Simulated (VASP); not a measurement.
Here is a VASP 6.6.1 calculation.

Contents of INCAR:

```
PREC = Accurate
ENCUT = 520
EDIFF = 1E-7
ISMEAR = 0
SIGMA = 0.05
LREAL = False
LASPH = True
NELM = 80
ALGO = Normal
ISIF = 2
LWAVE = False
LCHARG = True
GGA = PE
LELF = True
LVHAR = True
NBANDS = 11
```

KPOINTS

```
Automatic mesh
0
Gamma
  12 12 12
```

POSCAR

```
BN
1.0
    0.0000000000      1.9392613453      1.8123937807
    1.8123937807      0.0000000000      1.8123937807
    1.8123937807      1.9392613453      0.0000000000
B N
1 1
Direct
    0.0000000000      0.0000000000      0.0000000000
    0.7500000000      0.7500000000      0.7500000000
```

Potentials or basis: VASP PAW PBE potentials, release 64 (B, N).

Command:

```console
$ cat potpaw_PBE.64/B/POTCAR potpaw_PBE.64/N/POTCAR > POTCAR
$ mpirun -np 1 vasp_std > vasp.out
```

(1) Predict the band gap on the k mesh.

(2) Estimate the pressure.

Results:

(1) 3.80 eV, indirect (least direct gap 8.10 eV).

(2) -22.1 GPa.

Caveat: the cell differs from its parent crystal (engineering shear strain xz +0.0000, normal strain along z +0.0700).
